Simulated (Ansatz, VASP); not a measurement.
## Ta2Si2Ge: VASP beside Ansatz

```
Ta Si Ge
1.0
     2.44758   -1.65481    0.03014
     2.44758    1.65481    0.03014
    -1.25463    0.00000   10.36102
Ta Si Ge
2 2 1
Direct
  0.47908 0.47908 0.70320
  0.37879 0.37879 0.29718
  0.97057 0.97057 0.11226
  0.88725 0.88725 0.88786
  0.78832 0.78832 0.49950
```

Change from the starting cell: the structure that the rattled cell fell into.

Alike in both runs: functional PBE; k mesh 14 × 14 × 4; occupations gaussian, width 0.1 eV; no spin polarisation.

Ansatz relaxed the structure, and its values are those at the end. VASP's run is a single point on that final structure, the one shown.

|  | VASP | Ansatz |
| --- | --- | --- |
| version | VASP 6.6.1 | Ansatz 0.2.0 |
| potentials or method | VASP PAW PBE potentials, release 64 (Ta_pv, Si, Ge_d), cutoff 520 eV | scalar-relativistic, plane waves, PAW |
| valence electrons in the cell | 44 | 48 |

```csv
,VASP,Ansatz,Ansatz less VASP
gap on the k mesh at the Fermi level (eV),none,none,-
pressure (GPa),0.1,0.0,-0.08
rms of the force components (eV/Å),0.007,0.001,-0.0055
```

A gap of «none» marks a metal or a gap that the smearing closes. The functional is the same, so the differences come from potentials, cutoffs and numerics. VASP's potentials hold 44 valence electrons a cell and Ansatz's 48, so a difference there can come from the potentials and not from the codes.

Spin-orbit coupling is off throughout.
